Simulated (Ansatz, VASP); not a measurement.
**One calculation of Au, two programs**

```
CELL_PARAMETERS angstrom
2.74841 0.00000 0.00000
0.00000 2.74841 0.00000
0.00000 0.00000 2.74841
ATOMIC_POSITIONS crystal
Au 0.50000 0.50000 0.50000
```

Alike in both runs: task relaxation of cell and atoms; functional BLYP; k mesh 10 × 10 × 10; occupations fermi-dirac, width 0.05 eV; no spin polarisation.

|  | VASP | Ansatz |
| --- | --- | --- |
| version | VASP 6.6.1 | Ansatz 0.2.0 |
| potentials or method | VASP PAW PBE potentials, release 64 (Au_sv_GW) | Ansatz PAW |
| plane-wave cutoff (eV) | 500 | 420 |
| valence electrons in the cell | 19 | 19 |

```tsv
	VASP	Ansatz	Ansatz less VASP
gap on the k mesh at the Fermi level, each at its own relaxed structure (eV)	none	none	-
relaxed volume (Å³/atom)	21.97	22.37	+0.402
relaxed cell length with the largest relative difference (Å)	2.801	2.818	+0.0170
```

VASP's potentials were made for PBE, not for BLYP. A gap of «none» marks a metal or a gap that the smearing closes.

Spin-orbit coupling is off throughout. Noted on Ansatz's run: the plane-wave basis is chosen anew once the cell has moved, so the energies of steps on either side of that aren't comparable.
